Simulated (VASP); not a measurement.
# MnO (Fm-3m) in VASP: further runs

Runs on MnO. Level: PBE+U. Tasks: single point.

All numbers are computed with VASP 6.6.1; they aren't measurements. Logs are shortened: lines on timing, memory, paths and dates and some standing lists are left out, and cuts for length are marked.

**1. The cell of the first run**

The structure is cubic, space group Fm-3m (No. 225). Conventional cell: a = 4.533 Å, b = 4.533 Å, c = 4.533 Å, α = 90.00°, β = 90.00°, γ = 90.00°. Mn (site symmetry m-3m) has 6 O at 2.27 Å within 3.0 Å. O (site symmetry m-3m) has 6 Mn at 2.27 Å within 3.0 Å.

**2. Single point, PBE+U, collinear spin, ferromagnetic start**

Input file INCAR:

```
SYSTEM = MnO
ALGO = Normal
EDIFF = 1E-6
ENCUT = 600
GGA = PE
GGA_COMPAT = .FALSE.
ISIF = 2
ISMEAR = 0
ISPIN = 2
LASPH = .TRUE.
LCHARG = .TRUE.
LDAU = .TRUE.
LDAUJ = 0 0
LDAUL = 2 -1
LDAUPRINT = 1
LDAUTYPE = 2
LDAUU = 3.9 0
LELF = .TRUE.
LMAXMIX = 4
LORBIT = 11
LREAL = .FALSE.
LVHAR = .TRUE.
LWAVE = .FALSE.
MAGMOM = 4.76 0
NBANDS = 22
NELM = 200
PREC = Accurate
SIGMA = 0.05
```

Input file KPOINTS:

```
k-points
0
G
  6 6 6
  0 0 0
```

Input file POSCAR:

```
MnO
1.0
    0.0000000000      2.2664570858      2.2664570858
    2.2664570858      0.0000000000      2.2664570858
    2.2664570858      2.2664570858      0.0000000000
Mn O
1 1
Direct
    0.0000000000      0.0000000000      0.0000000000
    0.5000000000      0.5000000000      0.5000000000
```

Potentials or basis: VASP PAW PBE potentials, release 64 (Mn_sv, O).

On the command line:

```sh
cat potpaw_PBE.64/Mn_sv/POTCAR potpaw_PBE.64/O/POTCAR > POTCAR
mpirun -np 1 vasp_std > vasp.out
```

OUTCAR:

```text
SYSTEM = MnO
   EDIFF = 1E-6
   ENCUT = 600
   GGA = PE
   ISIF = 2
   ISMEAR = 0
   ISPIN = 2
   LASPH = .TRUE.
   LORBIT = 11
   LREAL = .FALSE.
   NELM = 200
   PREC = Accurate

 ion  position               nearest neighbor table
   1  0.000  0.000  0.000-   2 2.27   2 2.27   2 2.27   2 2.27   2 2.27   2 2.27
   2  0.500  0.500  0.500-   1 2.27   1 2.27   1 2.27   1 2.27   1 2.27   1 2.27

  LATTYP: Found a face centered cubic cell.
 ALAT       =     4.5329141716

  Lattice vectors:

 A1 = (   0.0000000000,   2.2664570858,   2.2664570858)
 A2 = (   2.2664570858,   0.0000000000,   2.2664570858)
 A3 = (   2.2664570858,   2.2664570858,   0.0000000000)

Analysis of symmetry for initial positions (statically):
[... 5 lines left out ...]
 face centered cubic supercell.

 Subroutine GETGRP returns: Found 48 space group operations
 (whereof 48 operations were pure point group operations)
 out of a pool of 48 trial point group operations.

The static configuration has the point symmetry O_h .

Analysis of symmetry for dynamics (positions and initial velocities):
[... 5 lines left out ...]
 face centered cubic supercell.

 Subroutine GETGRP returns: Found 48 space group operations
 (whereof 48 operations were pure point group operations)
 out of a pool of 48 trial point group operations.

The dynamic configuration has the point symmetry O_h .

Analysis of structural, dynamic, and magnetic symmetry:
=====================================================================
 Subroutine PRICEL returns:
 Original cell was already a primitive cell.

 Routine SETGRP: Setting up the symmetry group for a
 face centered cubic supercell.

 Subroutine GETGRP returns: Found 48 space group operations
 (whereof 48 operations were pure point group operations)
 out of a pool of 48 trial point group operations.

The overall configuration has the point symmetry O_h .

 Subroutine INISYM returns: Found 48 space group operations
 (whereof 48 operations are pure point group operations),
 and found     1 'primitive' translations

----------------------------------------------------------------------------------------

                                     Primitive cell

  volume of cell :      23.2848

  direct lattice vectors                    reciprocal lattice vectors
     0.000000000  2.266457086  2.266457086    -0.220608633  0.220608633  0.220608633
     2.266457086  0.000000000  2.266457086     0.220608633 -0.220608633  0.220608633
     2.266457086  2.266457086  0.000000000     0.220608633  0.220608633 -0.220608633

  length of vectors
     3.205254349  3.205254349  3.205254349     0.382105361  0.382105361  0.382105361

  position of ions in fractional coordinates (direct lattice)
     0.000000000  0.000000000  0.000000000
     0.500000000  0.500000000  0.500000000

  ion indices of the primitive-cell ions
   primitive index   ion index
                 1           1
                 2           2

----------------------------------------------------------------------------------------

 KPOINTS: k-points

Automatic generation of k-mesh.
 Grid dimensions read from file:
 generate k-points for:    6    6    6

 Generating k-lattice:

  Cartesian coordinates                     Fractional coordinates (reciprocal lattice)
    -0.036768106  0.036768106  0.036768106     0.166666667  0.000000000  0.000000000
     0.036768106 -0.036768106  0.036768106     0.000000000  0.166666667  0.000000000
     0.036768106  0.036768106 -0.036768106     0.000000000  0.000000000  0.166666667

  Length of vectors
     0.063684227  0.063684227  0.063684227

  Shift w.r.t. Gamma in fractional coordinates (k-lattice)
     0.000000000  0.000000000  0.000000000

 Subroutine IBZKPT returns following result:
 ===========================================

 Found     16 irreducible k-points:

 Following reciprocal coordinates:
            Coordinates               Weight
  0.000000  0.000000  0.000000      1.000000
  0.166667  0.000000  0.000000      8.000000
  0.333333  0.000000  0.000000      8.000000
  0.500000  0.000000  0.000000      4.000000
  0.166667  0.166667  0.000000      6.000000
  0.333333  0.166667  0.000000     24.000000
[... 8 lines left out ...]
 -0.333333  0.333333  0.166667     24.000000
 -0.333333  0.500000  0.166667     12.000000
   k-points           NKPTS =     16   k-points in BZ     NKDIM =     16   number of bands    NBANDS=     22
   number of dos      NEDOS =    301   number of ions     NIONS =      2
   total plane-waves  NPLWV =  21952
   dimension x,y,z NGX =    28 NGY =   28 NGZ =   28
   dimension x,y,z NGXF=    56 NGYF=   56 NGZF=   56
   ions per type =               1   1
   NGX,Y,Z   is equivalent  to a cutoff of  14.52, 14.52, 14.52 a.u.
   NGXF,Y,Z  is equivalent  to a cutoff of  29.05, 29.05, 29.05 a.u.
 SYSTEM =  MnO
   PREC   = accura    normal or accurate (medium, high low for compatibility)
   ISTART =      0    job   : 0-new  1-cont  2-samecut
   ICHARG =      2    charge: 1-file 2-atom 10-const
   ISPIN  =      2    spin polarized calculation?
   LNONCOLLINEAR =      F non collinear calculations
   LSORBIT =      F    spin-orbit coupling
   LASPH  =      T    aspherical Exc in radial PAW
   ENCUT  =  600.0 eV  44.10 Ry    6.64 a.u.   6.40  6.40  6.40*2*pi/ulx,y,z
   NELM   =    200;   NELMIN=  2; NELMDL= -5     # of ELM steps
   EDIFF  = 0.1E-05   stopping-criterion for ELM
   LREAL  =      F    real-space projection
   EDIFFG = 0.1E-04   stopping-criterion for IOM
   NSW    =      0    number of steps for IOM
   IBRION =     -1    ionic relax: 0-MD 1-quasi-New 2-CG
   NFREE  =      0    steps in history (QN), initial steepest desc. (CG)
   ISIF   =      2    stress and relaxation
   ISYM   =      2    0-nonsym 1-usesym 2-fastsym
   POTIM  = 0.5000    time-step for ionic-motion
   TEBEG  =    0.0;   TEEND  =   0.0 temperature during run
   PSTRESS=    0.0 pullay stress
   NELECT =      21.0000    total number of electrons
   NUPDOWN=      -1.0000    fix difference up-down
   EMIN   =  10.00;   EMAX   =-10.00  energy-range for DOS
   EFERMI =   0.00;   METHOD = LEGACY
   ISMEAR =     0;   SIGMA  =   0.05  broadening in eV -4-tet -1-fermi 0-gaus
   EFERMI_NEDOS =   21; number of points for ismear=-14 and -15
   IALGO  =     38    algorithm
   IMIX   =      4    mixing-type and parameters
     AMIX     =   0.40;   BMIX     =  1.00
     AMIX_MAG =   1.60;   BMIX_MAG =  1.00
  volume/ion in A,a.u.               =      11.64        78.57
  Fermi-wavevector in a.u.,A,eV,Ry     =   1.581699  2.988977 34.038659  2.501771
  Thomas-Fermi vector in A             =   2.681734
   LORBIT       =     11    0 simple, 1 ext, 2 COOP (PROOUT), +10 PAW based schemes
 LDA+U is selected, type is set to LDAUTYPE =  2
   angular momentum for each species LDAUL =     2   -1
   U (eV)           for each species LDAUU =   3.9  0.0
   J (eV)           for each species LDAUJ =   0.0  0.0
   GGA     = PE    functional components
   LHFCALC =     F    Hartree Fock is set to
   AEXX    =    0.0000 exact exchange contribution
   IVDW    =     0    specifies the selected vdW correction
   LEPSILON=     F    determine dielectric tensor
   LRPA    =     F    only Hartree local field effects (RPA)
 spin polarized calculation
 Gauss-broadening in eV      SIGMA  =   0.05
  energy-cutoff  :      600.00
  volume of cell :       23.28
 maximum number of plane-waves:       791
 NGX is ok and might be reduce to    28
   NGX = 13   NGY = 13   NGZ = 13

atom =   1  type =  1  l = 2

 onsite density matrix

spin component  1

  0.9115  0.0000  0.0000  0.0000  0.0000
  0.0000  0.9115 -0.0000 -0.0000  0.0000
  0.0000 -0.0000  0.9408  0.0000  0.0000
  0.0000 -0.0000  0.0000  0.9115  0.0000
  0.0000  0.0000  0.0000  0.0000  0.9408

spin component  2

  0.0127 -0.0000 -0.0000 -0.0000 -0.0000
 -0.0000  0.0127  0.0000  0.0000 -0.0000
 -0.0000  0.0000  0.0487  0.0000 -0.0000
 -0.0000  0.0000  0.0000  0.0127 -0.0000
 -0.0000 -0.0000 -0.0000 -0.0000  0.0487

 occupancies and eigenvectors

  o =  0.0127  v =  0.0000  0.0000  0.0000  0.0000  0.0000  1.0000  0.0022  0.0000  0.0035  0.0000      0.0000  0.0000  0.0000  0.0000  0.0000  0.0000  0.0000  0.0000  0.0000  0.0000
  o =  0.0127  v =  0.0000  0.0000  0.0000  0.0000  0.0000 -0.0035  0.9094 -0.0000  0.4160  0.0000      0.0000  0.0000  0.0000  0.0000  0.0000  0.0000  0.0000  0.0000  0.0000  0.0000
  o =  0.0127  v =  0.0000  0.0000  0.0000  0.0000  0.0000  0.0023  0.4160 -0.0000 -0.9094 -0.0000      0.0000  0.0000  0.0000  0.0000  0.0000  0.0000  0.0000  0.0000  0.0000  0.0000
  o =  0.0487  v =  0.0000  0.0000  0.0000  0.0000  0.0000  0.0000 -0.0000 -1.0000 -0.0000 -0.0094      0.0000  0.0000  0.0000  0.0000  0.0000  0.0000  0.0000  0.0000  0.0000  0.0000
  o =  0.0487  v =  0.0000  0.0000  0.0000  0.0000  0.0000 -0.0000  0.0000 -0.0094 -0.0000  1.0000      0.0000  0.0000  0.0000  0.0000  0.0000  0.0000  0.0000  0.0000  0.0000  0.0000
  o =  0.9115  v =  1.0000  0.0000  0.0000  0.0000  0.0000  0.0000  0.0000  0.0000  0.0000  0.0000      0.0000  0.0000  0.0000  0.0000  0.0000  0.0000  0.0000  0.0000  0.0000  0.0000
  o =  0.9115  v =  0.0000  0.9929 -0.0000  0.1193 -0.0000  0.0000  0.0000  0.0000  0.0000  0.0000      0.0000  0.0000  0.0000  0.0000  0.0000  0.0000  0.0000  0.0000  0.0000  0.0000
  o =  0.9115  v =  0.0000 -0.1193 -0.0000  0.9929  0.0000  0.0000  0.0000  0.0000  0.0000  0.0000      0.0000  0.0000  0.0000  0.0000  0.0000  0.0000  0.0000  0.0000  0.0000  0.0000
  o =  0.9408  v =  0.0000 -0.0000  0.0200  0.0000 -0.9998  0.0000  0.0000  0.0000  0.0000  0.0000      0.0000  0.0000  0.0000  0.0000  0.0000  0.0000  0.0000  0.0000  0.0000  0.0000
  o =  0.9408  v =  0.0000  0.0000  0.9998  0.0000  0.0200  0.0000  0.0000  0.0000  0.0000  0.0000      0.0000  0.0000  0.0000  0.0000  0.0000  0.0000  0.0000  0.0000  0.0000  0.0000

 number of electron      20.9999999 magnetization       4.9999977

 Free energy of the ion-electron system (eV)
  ---------------------------------------------------
  ext. energy  EPLUGINS =         0.00000000
  ---------------------------------------------------
  free energy    TOTEN  =       -15.32973000 eV

  energy without entropy =      -15.32951421  energy(sigma->0) =      -15.32962211

 E-fermi :   7.8149     XC(G=0): -11.5297

 val. band max:        7.7588875493   @ k =   0.5000   0.0000   0.0000
 cond. band min:       7.8188957597   @ k =   0.0000   0.0000   0.0000
 fundamental gap:      0.0600082104
 Fermi energy:         7.8149236582

 spin component 1

 k-point     1 :       0.0000    0.0000    0.0000
  band No.  band energies     occupation
      1     -73.1836      1.00000
      2     -41.9252      1.00000
      3     -41.9252      1.00000
      4     -41.9252      1.00000
      5     -11.0773      1.00000
      6       3.9024      1.00000
[... 14 lines left out ...]
     21      27.1119      0.00000
     22      29.8271      0.00000
[... 351 lines left out ...]
 k-point    16 :      -0.3333    0.5000    0.1667
  band No.  band energies     occupation
      1     -73.1774      1.00000
      2     -41.9635      1.00000
      3     -41.9505      1.00000
      4     -41.9444      1.00000
      5     -10.1813      1.00000
      6       2.1535      1.00000
[... 14 lines left out ...]
     21      34.4689      0.00000
     22      35.7322      0.00000
 Fermi energy:         7.8149236582

 spin component 2

 k-point     1 :       0.0000    0.0000    0.0000
  band No.  band energies     occupation
      1     -68.1249      1.00000
      2     -36.9472      1.00000
      3     -36.9472      1.00000
      4     -36.9472      1.00000
      5     -10.7246      1.00000
      6       5.5338      1.00000
[... 14 lines left out ...]
     21      29.5652      0.00000
     22      32.4554      0.00000
[... 352 lines left out ...]
  band No.  band energies     occupation
      1     -68.1172      1.00000
      2     -36.9960      1.00000
      3     -36.9793      1.00000
      4     -36.9716      1.00000
      5      -9.8091      1.00000
      6       2.9128      1.00000
[... 14 lines left out ...]
     21      36.0172      0.00000
     22      36.5695      0.00000

------------------------ aborting loop because EDIFF is reached ----------------------------------------

  FORCE on cell =-STRESS in cart. coord.  units (eV):
  Direction    XX          YY          ZZ          XY          YZ          ZX
  --------------------------------------------------------------------------------------
  -------------------------------------------------------------------------------------
  Total       -0.5595484     -0.5595484     -0.5595484      0.0000000      0.0000000      0.0000000
  in kB      -38.5013323    -38.5013323    -38.5013323      0.0000000      0.0000000      0.0000000
  external PRESSURE =     -38.5013323 kB  Pullay stress =       0.0000000 kB

 VOLUME and BASIS-vectors are now :
 -----------------------------------------------------------------------------
  energy-cutoff  :      600.00
  volume of cell :       23.28
      direct lattice vectors                 reciprocal lattice vectors
     0.000000000  2.266457086  2.266457086    -0.220608633  0.220608633  0.220608633
     2.266457086  0.000000000  2.266457086     0.220608633 -0.220608633  0.220608633
     2.266457086  2.266457086  0.000000000     0.220608633  0.220608633 -0.220608633

 POSITION                                       TOTAL-FORCE (eV/Angst)
 -----------------------------------------------------------------------------------
      0.00000      0.00000      0.00000        -0.000000     -0.000000     -0.000000
      2.26646      2.26646      2.26646         0.000000      0.000000      0.000000
 -----------------------------------------------------------------------------------
    total drift:                                0.000000      0.000000      0.000000

  FREE ENERGIE OF THE ION-ELECTRON SYSTEM (eV)
  ---------------------------------------------------
  free  energy   TOTEN  =       -15.3297300043 eV

  energy  without entropy=      -15.3295142138  energy(sigma->0) =      -15.32962211

 total charge

# of ion       s       p       d       tot
------------------------------------------
    1        2.111   6.007   4.729  12.847
    2        1.551   3.427   0.000   4.979
--------------------------------------------------
tot          3.662   9.434   4.729  17.826

 magnetization (x)

# of ion       s       p       d       tot
------------------------------------------
    1        0.023   0.015   4.463   4.501
    2        0.023   0.130   0.000   0.154
--------------------------------------------------
tot          0.047   0.145   4.463   4.654
```

Run time: 14 s. Hardware: 1 thread of Intel Xeon 6975P-C (Granite Rapids), shared host; peak memory 0.17 GiB.

Results:

- Free energy: -15.3297 eV
- Pressure: -3.9 GPa
- Band gap on the k mesh: 0.06 eV, indirect (least direct gap 2.29 eV)
- Net moment: 5.00 μB per cell
- Site moments: Mn +4.50; O +0.15 μB
- Valence electrons inside the program's atomic spheres: Mn 12.85; O 4.98

Eigenvalues of the final occupation matrices:
```tsv
site	spin	trace	eigenvalues
site 1 d	1	4.62	0.91 0.91 0.91 0.94 0.94
site 1 d	2	0.14	0.01 0.01 0.01 0.05 0.05
```

Caveat: a cell with one magnetic atom can't hold antiferromagnetic order, which such compounds often take. The state reached can hang on the start; a lower one may exist.

**3. Single point, PBE+U, collinear spin, ferromagnetic start**

Input file INCAR:

```
PREC     = Accurate       # precision mode
ENCUT    = 600            # plane-wave cutoff, eV
EDIFF    = 1E-6           # SCF threshold, eV
ISMEAR   = 0              # smearing method
SIGMA    = 0.05           # smearing width, eV
LREAL    = F              # projectors in reciprocal space
LASPH    = T              # aspherical terms in the spheres
NELM     = 200            # most SCF steps
ALGO     = Normal         # electronic algorithm
ISIF     = 2              # what is computed and relaxed
LWAVE    = F              # write WAVECAR
LCHARG   = F              # write CHGCAR
ISPIN    = 2              # spin polarisation
MAGMOM   = 4.76 0         # initial moments
LORBIT   = 11             # projections on sites
LMAXMIX  = 4              # l up to which the mixer works
LDAU     = T              # DFT+U
LDAUTYPE = 2            
LDAUL    = 2 -1           # shell
LDAUU    = 3.9 0          # U, eV
LDAUJ    = 0 0          
LDAUPRINT= 1            
GGA      = PE             # functional
NBANDS   = 22             # bands
GGA_COMPAT= F
```

Input file KPOINTS:

```
Automatic mesh
0
Gamma
  6 6 6
```

POSCAR is that of step 2.

Potentials or basis: VASP PAW PBE potentials, release 64 (Mn_sv, O).

On the command line:

```sh
cat potpaw_PBE.64/Mn_sv/POTCAR potpaw_PBE.64/O/POTCAR > POTCAR
mpirun -np 1 vasp_std > vasp.out
```

Wall time 24 s (1 thread of Intel Xeon Platinum 8488C (Sapphire Rapids), shared host); peak memory 0.17 GiB.

Results (log left out):

| Item | Value |
| --- | --- |
| Free energy | -15.3297 eV |
| Pressure | -3.9 GPa |
| Band gap on the k mesh | 0.06 eV, indirect (least direct gap 2.29 eV) |
| Net moment | 5.00 μB per cell |
| Site moments | Mn +4.50; O +0.15 μB |
| Valence electrons inside the program's atomic spheres | Mn 12.85; O 4.98 |

Levels at points of the mesh, in eV from the valence-band top:
Spin up:
```csv
k point,band 11,band 12,band 13,band 14,band 15,band 16
"(0.00, 0.00, 0.00)",-2.52,-2.52,-2.52,0.06,14.55,16.08
"(0.50, 0.00, 0.00)",-2.40,0.00,0.00,4.13,8.08,12.21
"(0.50, 0.50, 0.00)",-2.94,-2.94,-2.87,5.34,8.39,10.33
```
Spin down:
| k point | band 4 | band 5 | band 6 | band 7 | band 8 | band 9 | band 10 | band 11 | band 12 | band 13 |
| --- | --- | --- | --- | --- | --- | --- | --- | --- | --- | --- |
| (0.00, 0.00, 0.00) | -44.71 | -18.48 | -2.23 | -2.23 | -2.23 | 1.38 | 3.25 | 3.25 | 3.25 | 3.87 |
| (0.50, 0.00, 0.00) | -44.71 | -17.64 | -6.00 | -3.37 | -3.37 | 4.26 | 4.57 | 4.57 | 5.16 | 5.86 |
| (0.50, 0.50, 0.00) | -44.73 | -17.62 | -5.19 | -3.17 | -3.17 | 1.44 | 4.44 | 4.50 | 5.07 | 5.07 |

Eigenvalues of the final occupation matrices:
```tsv
site	spin	trace	eigenvalues
site 1 d	1	4.62	0.91 0.91 0.91 0.94 0.94
site 1 d	2	0.14	0.01 0.01 0.01 0.05 0.05
```

Caveat: a cell with one magnetic atom can't hold antiferromagnetic order, which such compounds often take.

(Continued in part 2 of 2.)
